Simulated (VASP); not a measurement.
# BN (P6_3mc) in VASP: settings compared

BN is run at these levels: PBE, r2SCAN; tasks: single point.

All numbers are computed with VASP 6.6.1; they aren't measurements. Logs are shortened: lines on timing, memory, paths and dates and some standing lists are left out, and cuts for length are marked.

## 1. The cell of the first run

It takes space group P6_3mc (No. 186, hexagonal). The conventional cell has a = 2.609 Å, b = 2.609 Å, c = 8.574 Å, α = 90.00°, β = 90.00°, γ = 120.00°. B (site symmetry 3m) has 4 N at 1.60 Å within 2.1 Å. B (site symmetry 3m) has 4 N at 1.60 to 1.61 Å within 2.1 Å. Within 2.1 Å of N (site symmetry 3m) lie 4 B at 1.60 Å. Within 2.1 Å of N (site symmetry 3m) lie 4 B at 1.60 to 1.61 Å.

## 2. Single point, PBE (volume changed by +6%)

File INCAR:

```
  PREC = Accurate
  ENCUT = 520
  EDIFF = 1E-7
  ISMEAR = 0
  SIGMA = 0.01
  LREAL = F
  LASPH = T
  NELM = 100
  ALGO = Normal
  ISIF = 2
  LWAVE = F
  LCHARG = F
  GGA = PE
  NBANDS = 26
```

File KPOINTS:

```
Automatic mesh
0
Gamma
  9 9 4
```

File POSCAR:

```
BN
1.0
    2.6086259178      0.0000000000      0.0000000000
   -1.3043129589      2.2591363138      0.0000000000
    0.0000000000      0.0000000000      8.5738673908
B N
4 4
Direct
    0.0000000000      0.0000000000      0.0003724745
    0.3333333333      0.6666666667      0.2497003558
    0.0000000000      0.0000000000      0.5003724745
    0.6666666667      0.3333333333      0.7497003558
    0.0000000000      0.0000000000      0.1870105293
    0.3333333333      0.6666666667      0.4379166404
    0.0000000000      0.0000000000      0.6870105293
    0.6666666667      0.3333333333      0.9379166404
```

Potentials or basis: VASP PAW PBE potentials, release 64 (B, N).

The run is started by

```sh
cat potpaw_PBE.64/B/POTCAR potpaw_PBE.64/N/POTCAR > POTCAR
mpirun -np 1 vasp_std > vasp.out
```

OUTCAR:

```text
PREC = Accurate
   ENCUT = 520
   EDIFF = 1E-7
   ISMEAR = 0
   LREAL = F
   LASPH = T
   NELM = 100
   ISIF = 2
   GGA = PE

 ion  position               nearest neighbor table
   1  0.000  0.000  0.000-   8 1.60   8 1.60   8 1.60   5 1.60
   2  0.333  0.667  0.250-   5 1.60   5 1.60   5 1.60   6 1.61
   3  0.000  0.000  0.500-   6 1.60   6 1.60   6 1.60   7 1.60
   4  0.667  0.333  0.750-   7 1.60   7 1.60   7 1.60   8 1.61
   5  0.000  0.000  0.187-   2 1.60   2 1.60   2 1.60   1 1.60
   6  0.333  0.667  0.438-   3 1.60   3 1.60   3 1.60   2 1.61
   7  0.000  0.000  0.687-   4 1.60   4 1.60   4 1.60   3 1.60
   8  0.667  0.333  0.938-   1 1.60   1 1.60   1 1.60   4 1.61

  LATTYP: Found a hexagonal cell.
 ALAT       =     2.6086259178
 C/A-ratio  =     3.2867370259

  Lattice vectors:

 A1 = (   2.6086259178,   0.0000000000,   0.0000000000)
 A2 = (  -1.3043129589,   2.2591363138,   0.0000000000)
 A3 = (   0.0000000000,   0.0000000000,   8.5738673908)

Analysis of symmetry for initial positions (statically):
=====================================================================
 Subroutine PRICEL returns:
 Original cell was already a primitive cell.

 Routine SETGRP: Setting up the symmetry group for a
 hexagonal supercell.

 Subroutine GETGRP returns: Found 12 space group operations
 (whereof  6 operations were pure point group operations)
 out of a pool of 24 trial point group operations.

The static configuration has the point symmetry C_3v.
 The point group associated with its full space group is C_6v.

Analysis of symmetry for dynamics (positions and initial velocities):
=====================================================================
 Subroutine PRICEL returns:
 Original cell was already a primitive cell.

 Routine SETGRP: Setting up the symmetry group for a
 hexagonal supercell.

 Subroutine GETGRP returns: Found 12 space group operations
 (whereof  6 operations were pure point group operations)
 out of a pool of 24 trial point group operations.

The dynamic configuration has the point symmetry C_3v.
 The point group associated with its full space group is C_6v.

 Subroutine INISYM returns: Found 12 space group operations
 (whereof  6 operations are pure point group operations),
 and found     1 'primitive' translations

----------------------------------------------------------------------------------------

                                     Primitive cell

  volume of cell :      50.5279

  direct lattice vectors                    reciprocal lattice vectors
     2.608625918  0.000000000  0.000000000     0.383343581  0.221323519  0.000000000
    -1.304312959  2.259136314  0.000000000     0.000000000  0.442647039  0.000000000
     0.000000000  0.000000000  8.573867391     0.000000000  0.000000000  0.116633481

  length of vectors
     2.608625918  2.608625918  8.573867391     0.442647039  0.442647039  0.116633481

  position of ions in fractional coordinates (direct lattice)
     0.000000000  0.000000000  0.000372474
     0.333333333  0.666666667  0.249700356
     0.000000000  0.000000000  0.500372474
     0.666666667  0.333333333  0.749700356
     0.000000000  0.000000000  0.187010529
     0.333333333  0.666666667  0.437916640
     0.000000000  0.000000000  0.687010529
     0.666666667  0.333333333  0.937916640

  ion indices of the primitive-cell ions
   primitive index   ion index
                 1           1
                 2           2
                 3           3
                 4           4
                 5           5
                 6           6
                 7           7
                 8           8

----------------------------------------------------------------------------------------

 KPOINTS: Automatic mesh

Automatic generation of k-mesh.
 Grid dimensions read from file:
 generate k-points for:    9    9    4

 Generating k-lattice:

  Cartesian coordinates                     Fractional coordinates (reciprocal lattice)
     0.042593731  0.024591502  0.000000000     0.111111111 -0.000000000  0.000000000
     0.000000000  0.049183004  0.000000000     0.000000000  0.111111111  0.000000000
     0.000000000  0.000000000  0.029158370     0.000000000  0.000000000  0.250000000

  Length of vectors
     0.049183004  0.049183004  0.029158370

  Shift w.r.t. Gamma in fractional coordinates (k-lattice)
     0.000000000  0.000000000  0.000000000

 Subroutine IBZKPT returns following result:
 ===========================================

 Found     36 irreducible k-points:

 Following reciprocal coordinates:
            Coordinates               Weight
  0.000000  0.000000  0.000000      1.000000
  0.111111  0.000000  0.000000      6.000000
  0.222222  0.000000  0.000000      6.000000
  0.333333  0.000000  0.000000      6.000000
  0.444444  0.000000  0.000000      6.000000
  0.111111  0.111111  0.000000      6.000000
[... 16 lines left out ...]
  0.333333  0.222222  0.250000     24.000000
  0.333333  0.333333  0.250000      4.000000
 [... further k-points ...]
   k-points           NKPTS =     36   k-points in BZ     NKDIM =     36   number of bands    NBANDS=     26
   number of dos      NEDOS =    301   number of ions     NIONS =      8
   total plane-waves  NPLWV =  25600
   dimension x,y,z NGX =    20 NGY =   20 NGZ =   64
   dimension x,y,z NGXF=    40 NGYF=   40 NGZF=  128
   ions per type =               4   4
   NGX,Y,Z   is equivalent  to a cutoff of  12.75, 12.75, 12.41 a.u.
   NGXF,Y,Z  is equivalent  to a cutoff of  25.49, 25.49, 24.82 a.u.
 SYSTEM =  unknown system
   PREC   = accura    normal or accurate (medium, high low for compatibility)
   ISTART =      0    job   : 0-new  1-cont  2-samecut
   ICHARG =      2    charge: 1-file 2-atom 10-const
   ISPIN  =      1    spin polarized calculation?
   LNONCOLLINEAR =      F non collinear calculations
   LSORBIT =      F    spin-orbit coupling
   LASPH  =      T    aspherical Exc in radial PAW
   ENCUT  =  520.0 eV  38.22 Ry    6.18 a.u.   4.85  4.85 15.94*2*pi/ulx,y,z
   NELM   =    100;   NELMIN=  2; NELMDL= -5     # of ELM steps
   EDIFF  = 0.1E-06   stopping-criterion for ELM
   LREAL  =      F    real-space projection
   EDIFFG = 0.1E-05   stopping-criterion for IOM
   NSW    =      0    number of steps for IOM
   IBRION =     -1    ionic relax: 0-MD 1-quasi-New 2-CG
   NFREE  =      0    steps in history (QN), initial steepest desc. (CG)
   ISIF   =      2    stress and relaxation
   ISYM   =      2    0-nonsym 1-usesym 2-fastsym
   POTIM  = 0.5000    time-step for ionic-motion
   TEBEG  =    0.0;   TEEND  =   0.0 temperature during run
   PSTRESS=    0.0 pullay stress
   NELECT =      32.0000    total number of electrons
   NUPDOWN=      -1.0000    fix difference up-down
   EMIN   =  10.00;   EMAX   =-10.00  energy-range for DOS
   EFERMI =   0.00;   METHOD = LEGACY
   ISMEAR =     0;   SIGMA  =   0.01  broadening in eV -4-tet -1-fermi 0-gaus
   EFERMI_NEDOS =   21; number of points for ismear=-14 and -15
   IALGO  =     38    algorithm
   IMIX   =      4    mixing-type and parameters
     AMIX     =   0.40;   BMIX     =  1.00
     AMIX_MAG =   1.60;   BMIX_MAG =  1.00
  volume/ion in A,a.u.               =       6.32        42.62
  Fermi-wavevector in a.u.,A,eV,Ry     =   1.405879  2.656725 26.891842  1.976495
  Thomas-Fermi vector in A             =   2.528295
   LORBIT       =      0    0 simple, 1 ext, 2 COOP (PROOUT), +10 PAW based schemes
   GGA     = PE    functional components
   LHFCALC =     F    Hartree Fock is set to
   AEXX    =    0.0000 exact exchange contribution
   IVDW    =     0    specifies the selected vdW correction
   LEPSILON=     F    determine dielectric tensor
   LRPA    =     F    only Hartree local field effects (RPA)
 non-spin polarized calculation
 Gauss-broadening in eV      SIGMA  =   0.01
  energy-cutoff  :      520.00
  volume of cell :       50.53
 maximum number of plane-waves:      1392
 NGX is ok and might be reduce to    20
   NGX =  9   NGY =  9   NGZ = 31

 number of electron      31.9999998 magnetization

 Free energy of the ion-electron system (eV)
  ---------------------------------------------------
  ext. energy  EPLUGINS =         0.00000000
  ---------------------------------------------------
  free energy    TOTEN  =       -69.57306323 eV

  energy without entropy =      -69.57306323  energy(sigma->0) =      -69.57306323

 E-fermi :   6.7836     XC(G=0): -12.4895

 val. band max:        6.6667476619   @ k =   0.0000   0.0000   0.0000
 cond. band min:      12.1331587908   @ k =   0.4444   0.0000   0.0000
 fundamental gap:      5.4664111290
 Fermi energy:         6.7835955936

 k-point     1 :       0.0000    0.0000    0.0000
  band No.  band energies     occupation
      1     -12.9004      2.00000
      2     -11.5508      2.00000
      3     -11.4822      2.00000
      4      -9.0239      2.00000
      5      -3.5252      2.00000
      6       1.3094      2.00000
[... 18 lines left out ...]
     25      16.1356      0.00000
     26      16.7793      0.00000

 k-point     2 :       0.1111    0.0000    0.0000
  band No.  band energies     occupation
      1     -12.6474      2.00000
      2     -11.3124      2.00000
      3     -11.2435      2.00000
      4      -8.8365      2.00000
      5      -3.2727      2.00000
      6       1.3646      2.00000
[... 18 lines left out ...]
     25      16.8573      0.00000
     26      17.1936      0.00000

 k-point     3 :       0.2222    0.0000    0.0000
  band No.  band energies     occupation
      1     -11.9057      2.00000
      2     -10.6235      2.00000
      3     -10.5535      2.00000
      4      -8.3305      2.00000
      5      -2.5347      2.00000
      6       0.7877      2.00000
[... 18 lines left out ...]
     25      18.2064      0.00000
     26      18.3078      0.00000

 k-point     4 :       0.3333    0.0000    0.0000
  band No.  band energies     occupation
      1     -10.7458      2.00000
      2      -9.5987      2.00000
      3      -9.5267      2.00000
      4      -7.7558      2.00000
      5      -1.4437      2.00000
      6      -1.3856      2.00000
[... 18 lines left out ...]
     25      18.8714      0.00000
     26      19.7057      0.00000

 k-point     5 :       0.4444    0.0000    0.0000
  band No.  band energies     occupation
      1      -9.4204      2.00000
      2      -8.6343      2.00000
      3      -8.5965      2.00000
      4      -7.6950      2.00000
      5      -3.0001      2.00000
      6      -2.4681      2.00000
[... 18 lines left out ...]
     25      19.1498      0.00000
     26      19.6739      0.00000

 k-point     6 :       0.1111    0.1111    0.0000
  band No.  band energies     occupation
      1     -12.1496      2.00000
      2     -10.8480      2.00000
      3     -10.7784      2.00000
      4      -8.4876      2.00000
      5      -2.7768      2.00000
      6       1.2540      2.00000
[... 427 lines left out ...]
 k-point    21 :       0.4444    0.1111    0.2500
  band No.  band energies     occupation
      1      -8.8833      2.00000
      2      -8.5884      2.00000
      3      -8.1460      2.00000
      4      -7.7813      2.00000
      5      -2.9310      2.00000
      6      -2.5013      2.00000
[... 18 lines left out ...]
     25      18.7478      0.00000
     26      19.4387      0.00000

 k-point    22 :       0.2222    0.2222    0.2500
  band No.  band energies     occupation
      1     -10.0228      2.00000
      2      -9.4655      2.00000
      3      -8.5113      2.00000
      4      -7.6534      2.00000
      5      -1.2862      2.00000
      6      -1.1514      2.00000
[... 18 lines left out ...]
     25      18.7955      0.00000
     26      19.1801      0.00000

 k-point    23 :       0.3333    0.2222    0.2500
  band No.  band energies     occupation
      1      -8.8158      2.00000
      2      -8.4604      2.00000
      3      -7.9513      2.00000
      4      -7.6065      2.00000
      5      -2.2394      2.00000
      6      -1.8888      2.00000
[... 18 lines left out ...]
     25      19.5126      0.00000
     26      19.7475      0.00000

 k-point    24 :       0.3333    0.3333    0.2500
  band No.  band energies     occupation
      1      -8.0301      2.00000
      2      -7.9372      2.00000
      3      -7.8857      2.00000
      4      -7.8857      2.00000
      5      -1.7961      2.00000
      6      -1.7961      2.00000
[... 18 lines left out ...]
     25      20.2401      0.00000
     26      20.2576      0.00000

 [... further k-points ...]
[... 5 lines left out ...]
  --------------------------------------------------------------------------------------
  -------------------------------------------------------------------------------------
  Total       -6.0841196     -6.0841196     -6.1228458     -0.0000000     -0.0000000      0.0000000
  in kB     -192.9200296   -192.9200296   -194.1479926     -0.0000000     -0.0000000      0.0000000
  external PRESSURE =    -193.3293506 kB  Pullay stress =       0.0000000 kB

 VOLUME and BASIS-vectors are now :
 -----------------------------------------------------------------------------
  energy-cutoff  :      520.00
  volume of cell :       50.53
      direct lattice vectors                 reciprocal lattice vectors
     2.608625918  0.000000000  0.000000000     0.383343581  0.221323519  0.000000000
    -1.304312959  2.259136314  0.000000000     0.000000000  0.442647039  0.000000000
     0.000000000  0.000000000  8.573867391     0.000000000  0.000000000  0.116633481

 POSITION                                       TOTAL-FORCE (eV/Angst)
 -----------------------------------------------------------------------------------
      0.00000      0.00000      0.00319         0.000000     -0.000000     -0.017056
     -0.00000      1.50609      2.14090        -0.000000      0.000000     -0.024091
      0.00000      0.00000      4.29013        -0.000000      0.000000     -0.017056
      1.30431      0.75305      6.42783         0.000000      0.000000     -0.024091
      0.00000      0.00000      1.60340        -0.000000      0.000000      0.014102
     -0.00000      1.50609      3.75464        -0.000000      0.000000      0.027046
      0.00000      0.00000      5.89034         0.000000     -0.000000      0.014102
      1.30431      0.75305      8.04157        -0.000000      0.000000      0.027046
 -----------------------------------------------------------------------------------
    total drift:                                0.000000      0.000000      0.000243

  FREE ENERGIE OF THE ION-ELECTRON SYSTEM (eV)
  ---------------------------------------------------
  free  energy   TOTEN  =       -69.5730632316 eV

  energy  without entropy=      -69.5730632316  energy(sigma->0) =      -69.57306323
```

Wall time 68 s (1 thread of Intel Xeon Platinum 8259CL at 2.50GHz (Skylake/Cascade Lake), shared host); peak memory 0.17 GiB.

What came out:

| Item | Value |
| --- | --- |
| Free energy | -69.5731 eV |
| Pressure | -19.3 GPa |
| Largest force | 0.027 eV/Å |
| Band gap on the k mesh | 5.47 eV, indirect (least direct gap 7.31 eV) |

Forces on the atoms (eV/Å):
```
B    0.000  0.000 -0.017
B    0.000  0.000 -0.024
B    0.000  0.000 -0.017
B    0.000  0.000 -0.024
N    0.000  0.000  0.014
N    0.000  0.000  0.027
N    0.000  0.000  0.014
N    0.000  0.000  0.027
```

Stress tensor (GPa, compression positive):
```
-19.29   0.00   0.00
  0.00 -19.29   0.00
  0.00   0.00 -19.41
```

 A k mesh can miss the band edges.

[end of part 1 of 3]
